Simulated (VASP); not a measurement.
Wanted: the native input for a VASP 6.6.1 run.

- Task: single point
- Functional: PBEsol
- Potentials or basis: VASP PAW PBE potentials, release 64 (Cr_pv)
- Cutoff: 520 eV
- k mesh: 10 × 10 × 16
- Occupations: fermi-dirac, width 0.1 eV
- Spin: no spin polarisation
- Dipole correction: no
- Further INCAR settings: ALGO = Normal; EDIFF = 1e-06; NBANDS = 25

The structure of Cr lies in POSCAR:

```
Cr
1.0
    4.0702432050      0.0000000000      0.0000000000
   -2.0351216025      3.5249340151      0.0000000000
    0.0000000000      0.0000000000      2.1970537059
Cr
3
Direct
    0.0000000000      1.0000000000      0.0000000000
    0.3333333333      0.6666666667      0.5000000000
    0.6666666667      0.3333333333      0.5000000000
```

This isn't the form of Cr at room conditions, which is bcc.

One way to write it, as run:

INCAR

```
ALGO = Normal
EDIFF = 1E-6
ENCUT = 520
GGA = PS
ISIF = 2
ISMEAR = -1
LASPH = T
LCHARG = F
LREAL = F
LWAVE = F
NBANDS = 25
NELM = 80
PREC = Accurate
SIGMA = 0.1
```

KPOINTS

```
k-points
0
Gamma
  10 10 16
```

Potentials or basis: VASP PAW PBE potentials, release 64 (Cr_pv).

Launch:

```bash
$ cat potpaw_PBE.64/Cr_pv/POTCAR > POTCAR
$ mpirun -np 1 vasp_std > vasp.out
```

Results of the run:

| Property | Result |
| --- | --- |
| Pressure | 25.4 GPa |
| Band gap on the k mesh | zero (bands 18 and 19 overlap by 1.10 eV) |

Caveat: the cell stands under pressure; the PAW data sets were made with another functional, which shifts forces and pressure a little; the run has no spin polarisation, though such a crystal can be magnetic.

It took 39 s on 1 thread of AMD EPYC 9R45 96-Core Processor (Zen 5), on a shared host, peak memory 0.16 GiB.
